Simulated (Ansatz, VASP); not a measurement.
One calculation of Al, two programs

File INCAR:

```
SYSTEM = Al
ALGO     = Normal         ! electronic algorithm
EDIFF    = 1E-7           ! SCF threshold, eV
ENCUT    = 520            ! plane-wave cutoff, eV
ISIF     = 2              ! what is computed and relaxed
ISMEAR   = 0              ! smearing method
LASPH    = .True.         ! aspherical terms in the spheres
LCHARG   = .False.        ! write CHGCAR
LREAL    = .False.        ! projectors in reciprocal space
LWAVE    = .False.        ! write WAVECAR
NBANDS   = 8              ! bands
NELM     = 60             ! most SCF steps
PREC     = Accurate       ! precision mode
SIGMA    = 0.15           ! smearing width, eV
```

File KPOINTS:

```
k-points
0
Gamma
  22 22 22
  0 0 0
```

The input POSCAR:

```
Al
1.0
   -1.4444244971      1.4444244971      2.0987487943
    1.4444244971     -1.4444244971      2.0987487943
    1.4444244971      1.4444244971     -2.0987487943
Al
1
Direct
    0.0000000000      0.0000000000      0.0000000000
```

Input for Ansatz:

```yaml
crystal:
  lattice:
    - [-1.4444244971, 1.4444244971, 2.0987487943]
    - [1.4444244971, -1.4444244971, 2.0987487943]
    - [1.4444244971, 1.4444244971, -2.0987487943]
  atoms:
    - { symbol: Al, position: [0.0, 0.0, 0.0] }
basis:
  ecutwfc: 420
kpoints:
  mp_grid: { grid: [22, 22, 22] }
hamiltonian:
  xc: lda
scf:
  occupations: { method: gaussian, width: 0.15 }
output:
  forces: true
  stress: true
  eigenvalues: true
  write_density: true
  write_potential: true
  elf: true
  volumetric_format: npy
```

Alike in both runs: task single point; functional LDA; k mesh 22 × 22 × 22; occupations gaussian, width 0.15 eV; no spin polarisation.

|  | VASP | Ansatz |
| --- | --- | --- |
| version | VASP 6.6.1 | Ansatz 0.2.0 |
| potentials or method | VASP PAW LDA potentials, release 64 (Al), cutoff 520 eV | scalar-relativistic, plane waves, PAW |
| valence electrons in the cell | 3 | 3 |

```tsv
	VASP	Ansatz	Ansatz less VASP
gap on the k mesh at the Fermi level (eV)	none	none	-
pressure (GPa)	-6.7	-6.7	-0.02
traceless stress, the component that is largest in VASP (GPa)	-0.91	-0.90	+0.004
```

LDA's correlation is that of Perdew and Zunger in VASP and of Perdew and Wang (1992) in Ansatz. A gap of «none» marks a metal or a gap that the smearing closes.
